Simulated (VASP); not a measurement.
# Te2Mo (Fm-3m) in VASP: single point with PBE

Aim: the single point of Te2Mo with PBE.

Everything below comes from runs of VASP 6.6.1. Logs are shortened: lines on timing, memory, paths and dates and some standing lists are left out, and cuts for length are marked.

## Step 1: The cell of the first run

It takes space group Fm-3m (No. 225, cubic). Conventional cell: a = 6.759 Å, b = 6.759 Å, c = 6.759 Å, α = 90.00°, β = 90.00°, γ = 90.00°. Mo (site symmetry m-3m) has 8 Te at 2.93 Å within 3.9 Å. Te (site symmetry -43m) has 4 Mo at 2.93 Å and 6 Te at 3.38 Å within 3.9 Å.

## Step 2: Single point, PBE, collinear spin, zero start

File INCAR:

```
PREC     = Accurate       # precision mode
ENCUT    = 520            # plane-wave cutoff, eV
EDIFF    = 1E-7           # SCF threshold, eV
ISMEAR   = 0              # smearing method
SIGMA    = 0.05           # smearing width, eV
LREAL    = F              # projectors in reciprocal space
LASPH    = T              # aspherical terms in the spheres
NELM     = 150            # most SCF steps
ALGO     = Normal         # electronic algorithm
ISIF     = 2              # what is computed and relaxed
LWAVE    = F              # write WAVECAR
LCHARG   = F              # write CHGCAR
ISPIN    = 2              # spin polarisation
MAGMOM   = 0 0 0          # initial moments
LORBIT   = 11             # projections on sites
LMAXMIX  = 4              # l up to which the mixer works
GGA      = PE             # functional
NBANDS   = 24             # bands
```

File KPOINTS:

```
Automatic mesh
0
Gamma
  5 5 5
```

File POSCAR:

```
Te2Mo
1.0
    0.0000000000      3.3794332000      3.3794332000
    3.3794332000      0.0000000000      3.3794332000
    3.3794332000      3.3794332000      0.0000000000
Mo Te
1 2
Direct
    0.0000000000      0.0000000000      0.0000000000
    0.2500000000      0.2500000000      0.2500000000
    0.7500000000      0.7500000000      0.7500000000
```

Potentials or basis: VASP PAW PBE potentials, release 64 (Mo_sv, Te).

Started as:

```bash
$ cat potpaw_PBE.64/Mo_sv/POTCAR potpaw_PBE.64/Te/POTCAR > POTCAR
$ mpirun -np 1 vasp_std > vasp.out
```

OUTCAR:

```text
PREC = Accurate
   ENCUT = 520
   EDIFF = 1E-7
   ISMEAR = 0
   LREAL = F
   LASPH = T
   NELM = 150
   ISIF = 2
   ISPIN = 2
   LORBIT = 11
   GGA = PE

 ion  position               nearest neighbor table
   1  0.000  0.000  0.000-   3 2.93   3 2.93   3 2.93   2 2.93   3 2.93   2 2.93   2 2.93   2 2.93

   2  0.250  0.250  0.250-   1 2.93   1 2.93   1 2.93   1 2.93   3 3.38   3 3.38   3 3.38   3 3.38
                             3 3.38   3 3.38
   3  0.750  0.750  0.750-   1 2.93   1 2.93   1 2.93   1 2.93   2 3.38   2 3.38   2 3.38   2 3.38
                             2 3.38   2 3.38

  LATTYP: Found a face centered cubic cell.
 ALAT       =     6.7588664000

  Lattice vectors:

 A1 = (   0.0000000000,   3.3794332000,   3.3794332000)
 A2 = (   3.3794332000,   0.0000000000,   3.3794332000)
 A3 = (   3.3794332000,   3.3794332000,   0.0000000000)

Analysis of symmetry for initial positions (statically):
=====================================================================
 Subroutine PRICEL returns:
 Original cell was already a primitive cell.

 Routine SETGRP: Setting up the symmetry group for a
 face centered cubic supercell.

 Subroutine GETGRP returns: Found 48 space group operations
 (whereof 48 operations were pure point group operations)
 out of a pool of 48 trial point group operations.

The static configuration has the point symmetry O_h .

Analysis of symmetry for dynamics (positions and initial velocities):
=====================================================================
 Subroutine PRICEL returns:
 Original cell was already a primitive cell.

 Routine SETGRP: Setting up the symmetry group for a
 face centered cubic supercell.

 Subroutine GETGRP returns: Found 48 space group operations
 (whereof 48 operations were pure point group operations)
 out of a pool of 48 trial point group operations.

The dynamic configuration has the point symmetry O_h .

Analysis of structural, dynamic, and magnetic symmetry:
=====================================================================
 Subroutine PRICEL returns:
 Original cell was already a primitive cell.

 Routine SETGRP: Setting up the symmetry group for a
 face centered cubic supercell.

 Subroutine GETGRP returns: Found 48 space group operations
 (whereof 48 operations were pure point group operations)
 out of a pool of 48 trial point group operations.

The overall configuration has the point symmetry O_h .

 Subroutine INISYM returns: Found 48 space group operations
 (whereof 48 operations are pure point group operations),
 and found     1 'primitive' translations

----------------------------------------------------------------------------------------

                                     Primitive cell

  volume of cell :      77.1901

  direct lattice vectors                    reciprocal lattice vectors
     0.000000000  3.379433200  3.379433200    -0.147953805  0.147953805  0.147953805
     3.379433200  0.000000000  3.379433200     0.147953805 -0.147953805  0.147953805
     3.379433200  3.379433200  0.000000000     0.147953805  0.147953805 -0.147953805

  length of vectors
     4.779240265  4.779240265  4.779240265     0.256263507  0.256263507  0.256263507

  position of ions in fractional coordinates (direct lattice)
     0.000000000  0.000000000  0.000000000
     0.250000000  0.250000000  0.250000000
     0.750000000  0.750000000  0.750000000

  ion indices of the primitive-cell ions
   primitive index   ion index
                 1           1
                 2           2
                 3           3

----------------------------------------------------------------------------------------

 KPOINTS: Automatic mesh

Automatic generation of k-mesh.
 Grid dimensions read from file:
 generate k-points for:    5    5    5

 Generating k-lattice:

  Cartesian coordinates                     Fractional coordinates (reciprocal lattice)
    -0.029590761  0.029590761  0.029590761     0.200000000  0.000000000  0.000000000
     0.029590761 -0.029590761  0.029590761     0.000000000  0.200000000  0.000000000
     0.029590761  0.029590761 -0.029590761     0.000000000  0.000000000  0.200000000

  Length of vectors
     0.051252701  0.051252701  0.051252701

  Shift w.r.t. Gamma in fractional coordinates (k-lattice)
     0.000000000  0.000000000  0.000000000

 Subroutine IBZKPT returns following result:
 ===========================================

 Found     10 irreducible k-points:

 Following reciprocal coordinates:
            Coordinates               Weight
  0.000000  0.000000  0.000000      1.000000
  0.200000  0.000000  0.000000      8.000000
  0.400000  0.000000  0.000000      8.000000
  0.200000  0.200000  0.000000      6.000000
  0.400000  0.200000  0.000000     24.000000
 -0.400000  0.200000  0.000000     24.000000
 -0.200000  0.200000  0.000000     12.000000
  0.400000  0.400000  0.000000      6.000000
 -0.400000  0.400000  0.000000     12.000000
 -0.400000  0.400000  0.200000     24.000000
   k-points           NKPTS =     10   k-points in BZ     NKDIM =     10   number of bands    NBANDS=     24
   number of dos      NEDOS =    301   number of ions     NIONS =      3
   total plane-waves  NPLWV =  46656
   dimension x,y,z NGX =    36 NGY =   36 NGZ =   36
   dimension x,y,z NGXF=    72 NGYF=   72 NGZF=   72
   ions per type =               1   2
   NGX,Y,Z   is equivalent  to a cutoff of  12.52, 12.52, 12.52 a.u.
   NGXF,Y,Z  is equivalent  to a cutoff of  25.05, 25.05, 25.05 a.u.
 SYSTEM =  unknown system
   PREC   = accura    normal or accurate (medium, high low for compatibility)
   ISTART =      0    job   : 0-new  1-cont  2-samecut
   ICHARG =      2    charge: 1-file 2-atom 10-const
   ISPIN  =      2    spin polarized calculation?
   LNONCOLLINEAR =      F non collinear calculations
   LSORBIT =      F    spin-orbit coupling
   LASPH  =      T    aspherical Exc in radial PAW
   ENCUT  =  520.0 eV  38.22 Ry    6.18 a.u.   8.89  8.89  8.89*2*pi/ulx,y,z
   NELM   =    150;   NELMIN=  2; NELMDL= -5     # of ELM steps
   EDIFF  = 0.1E-06   stopping-criterion for ELM
   LREAL  =      F    real-space projection
   EDIFFG = 0.1E-05   stopping-criterion for IOM
   NSW    =      0    number of steps for IOM
   IBRION =     -1    ionic relax: 0-MD 1-quasi-New 2-CG
   NFREE  =      0    steps in history (QN), initial steepest desc. (CG)
   ISIF   =      2    stress and relaxation
   ISYM   =      2    0-nonsym 1-usesym 2-fastsym
   POTIM  = 0.5000    time-step for ionic-motion
   TEBEG  =    0.0;   TEEND  =   0.0 temperature during run
   PSTRESS=    0.0 pullay stress
   NELECT =      26.0000    total number of electrons
   NUPDOWN=      -1.0000    fix difference up-down
   EMIN   =  10.00;   EMAX   =-10.00  energy-range for DOS
   EFERMI =   0.00;   METHOD = LEGACY
   ISMEAR =     0;   SIGMA  =   0.05  broadening in eV -4-tet -1-fermi 0-gaus
   EFERMI_NEDOS =   21; number of points for ismear=-14 and -15
   IALGO  =     38    algorithm
   IMIX   =      4    mixing-type and parameters
     AMIX     =   0.40;   BMIX     =  1.00
     AMIX_MAG =   1.60;   BMIX_MAG =  1.00
  volume/ion in A,a.u.               =      25.73       173.63
  Fermi-wavevector in a.u.,A,eV,Ry     =   1.139057  2.152505 17.652887  1.297451
  Thomas-Fermi vector in A             =   2.275761
   LORBIT       =     11    0 simple, 1 ext, 2 COOP (PROOUT), +10 PAW based schemes
   GGA     = PE    functional components
   LHFCALC =     F    Hartree Fock is set to
   AEXX    =    0.0000 exact exchange contribution
   IVDW    =     0    specifies the selected vdW correction
   LEPSILON=     F    determine dielectric tensor
   LRPA    =     F    only Hartree local field effects (RPA)
 spin polarized calculation
 Gauss-broadening in eV      SIGMA  =   0.05
  energy-cutoff  :      520.00
  volume of cell :       77.19
 maximum number of plane-waves:      2097
   NGX = 17   NGY = 17   NGZ = 17

 number of electron      26.0000000 magnetization      -0.0000467

 number of electron      26.0000000 magnetization       0.0000332

 Free energy of the ion-electron system (eV)
  ---------------------------------------------------
  ext. energy  EPLUGINS =         0.00000000
  ---------------------------------------------------
  free energy    TOTEN  =       -16.42306014 eV

  energy without entropy =      -16.41431962  energy(sigma->0) =      -16.41868988

 E-fermi :   8.1455     XC(G=0): -10.3331

 val. band max:        8.1425497802   @ k =   0.2000   0.2000   0.0000
 cond. band min:       8.1881587088   @ k =   0.0000   0.0000   0.0000
 fundamental gap:      0.0456089286
 Fermi energy:         8.1455363077

 spin component 1

 k-point     1 :       0.0000    0.0000    0.0000
  band No.  band energies     occupation
      1     -52.4781      1.00000
      2     -26.5811      1.00000
      3     -26.5811      1.00000
      4     -26.5811      1.00000
      5      -5.2484      1.00000
      6      -1.1161      1.00000
[... 16 lines left out ...]
     23      15.8433      0.00000
     24      15.8433      0.00000
[... 219 lines left out ...]
      1     -52.4778      1.00000
      2     -26.5875      1.00000
      3     -26.5855      1.00000
      4     -26.5835      1.00000
      5      -3.6157      1.00000
      6      -3.0423      1.00000
[... 16 lines left out ...]
     23      18.2770      0.00000
     24      18.2779      0.00000
 Fermi energy:         8.1455363077

 spin component 2

 k-point     1 :       0.0000    0.0000    0.0000
  band No.  band energies     occupation
      1     -52.4781      1.00000
      2     -26.5811      1.00000
      3     -26.5811      1.00000
      4     -26.5811      1.00000
      5      -5.2483      1.00000
      6      -1.1161      1.00000
[... 16 lines left out ...]
     23      15.8433      0.00000
     24      15.8433      0.00000
[... 220 lines left out ...]
      2     -26.5875      1.00000
      3     -26.5855      1.00000
      4     -26.5835      1.00000
      5      -3.6157      1.00000
      6      -3.0423      1.00000
[... 16 lines left out ...]
     23      18.2770      0.00000
     24      18.2779      0.00000

------------------------ aborting loop because EDIFF is reached ----------------------------------------

  FORCE on cell =-STRESS in cart. coord.  units (eV):
  Direction    XX          YY          ZZ          XY          YZ          ZX
  --------------------------------------------------------------------------------------
  -------------------------------------------------------------------------------------
  Total       -2.1417361     -2.1417361     -2.1417361     -0.0000000     -0.0000000      0.0000000
  in kB      -44.4544201    -44.4544201    -44.4544201     -0.0000000     -0.0000000      0.0000000
  external PRESSURE =     -44.4544201 kB  Pullay stress =       0.0000000 kB

 VOLUME and BASIS-vectors are now :
 -----------------------------------------------------------------------------
  energy-cutoff  :      520.00
  volume of cell :       77.19
      direct lattice vectors                 reciprocal lattice vectors
     0.000000000  3.379433200  3.379433200    -0.147953805  0.147953805  0.147953805
     3.379433200  0.000000000  3.379433200     0.147953805 -0.147953805  0.147953805
     3.379433200  3.379433200  0.000000000     0.147953805  0.147953805 -0.147953805

 POSITION                                       TOTAL-FORCE (eV/Angst)
 -----------------------------------------------------------------------------------
      0.00000      0.00000      0.00000        -0.000000     -0.000000     -0.000000
      1.68972      1.68972      1.68972         0.000000      0.000000      0.000000
      5.06915      5.06915      5.06915        -0.000000     -0.000000     -0.000000
 -----------------------------------------------------------------------------------
    total drift:                               -0.000000      0.000000      0.000000

  FREE ENERGIE OF THE ION-ELECTRON SYSTEM (eV)
  ---------------------------------------------------
  free  energy   TOTEN  =       -16.4230601391 eV

  energy  without entropy=      -16.4143196202  energy(sigma->0) =      -16.41868988

 total charge

# of ion       s       p       d       tot
------------------------------------------
    1        2.230   6.089   3.948  12.267
    2        1.388   1.870   0.069   3.327
    3        1.388   1.870   0.069   3.327
--------------------------------------------------
tot          5.006   9.829   4.086  18.921

 magnetization (x)

# of ion       s       p       d       tot
------------------------------------------
    1        0.000   0.000   0.000   0.000
    2       -0.000   0.000   0.000   0.000
    3       -0.000   0.000   0.000   0.000
--------------------------------------------------
tot          0.000   0.000   0.000   0.000
```

Wall time 2 min (1 thread of AMD EPYC 7R13, shared host); peak memory 0.21 GiB.

What came out:

* Free energy: -16.4231 eV
* Pressure: -4.4 GPa
* Band gap on the k mesh: zero (filled and empty bands overlap)
* Net moment: 0.00 μB per cell
* Valence electrons inside the program's atomic spheres: Mo 12.27; Te 3.33

Caveat: spin-orbit coupling is left out, which moves the levels of the heavy elements.
